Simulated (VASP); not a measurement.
A run of VASP 6.6.1 is set up as follows.

The input INCAR:

```
  ALGO = Fast
  EDIFF = 1E-6
  ENCUT = 520
  GGA = PE
  ISIF = 2
  ISMEAR = 0
  LASPH = T
  LCHARG = F
  LREAL = F
  LWAVE = F
  NBANDS = 12
  NELM = 80
  PREC = Accurate
  SIGMA = 0.1
```

The input KPOINTS:

```
k-points
0
Gamma
  18 18 18
```

File POSCAR:

```
Zn
1.0
    0.0000000000      1.9243023794      1.9243023794
    1.9243023794      0.0000000000      1.9243023794
    1.9243023794      1.9243023794      0.0000000000
Zn
1
Direct
    0.0000000000      0.0000000000      0.0000000000
```

Potentials or basis: VASP PAW PBE potentials, release 64 (Zn).

Command:

```bash
$ cat potpaw_PBE.64/Zn/POTCAR > POTCAR
$ mpirun -np 1 vasp_std > vasp.out
```

Problem. What does it give for the pressure?

Solution. 5.3 GPa.

Problem. Predict the band gap on the k mesh.

Solution. Zero (band 6 reaches 5.27 eV, above the bottom of band 7 at 2.27 eV).
